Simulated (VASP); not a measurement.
Crystal: TiC.

```xyz
2
Lattice="0.0000 2.1593 2.1593 2.1593 0.0000 2.1593 2.1593 2.1593 0.0000" Properties=species:S:1:pos:R:3 pbc="T T T"
Ti    0.0000    0.0000    0.0000
C     2.1593    2.1593    2.1593
```

* Program: VASP 6.6.1
* Task: relaxation of cell and atoms
* Functional: LDA
* Potentials or basis: VASP PAW LDA potentials, release 64 (Ti_sv, C)
* Cutoff: 600 eV
* k mesh: 12 × 12 × 12
* Occupations: gaussian, width 0.1 eV
* Spin: no spin polarisation

At the start: pressure -9.9 GPa; volume 10.07 Å³/atom.

Q: How do energy, volume and symmetry change on relaxing?

A: Over 4 steps the energy falls by 12.1 meV/atom and the volume is 9.69 Å³/atom (-3.8 %); space group Fm-3m (No. 225, to 0.05 Å).

The path:
| step | energy change (eV) | largest force (eV/Å) | pressure (GPa) | volume (Å³) |
| --- | --- | --- | --- | --- |
| 1 | 0.0000 | 0.0000 | -9.94 | 20.14 |
| 2 | 0.0258 | 0.0000 | 16.63 | 18.37 |
| 3 | -0.0243 | 0.0000 | -0.14 | 19.39 |
| 4 | -0.0243 | 0.0000 | 0.06 | 19.37 |

Final structure:
```
Ti C
1.0
     0.00000    2.13170    2.13170
     2.13170    0.00000    2.13170
     2.13170    2.13170    0.00000
Ti C
1 1
Direct
  0.00000 0.00000 0.00000
  0.50000 0.50000 0.50000
```
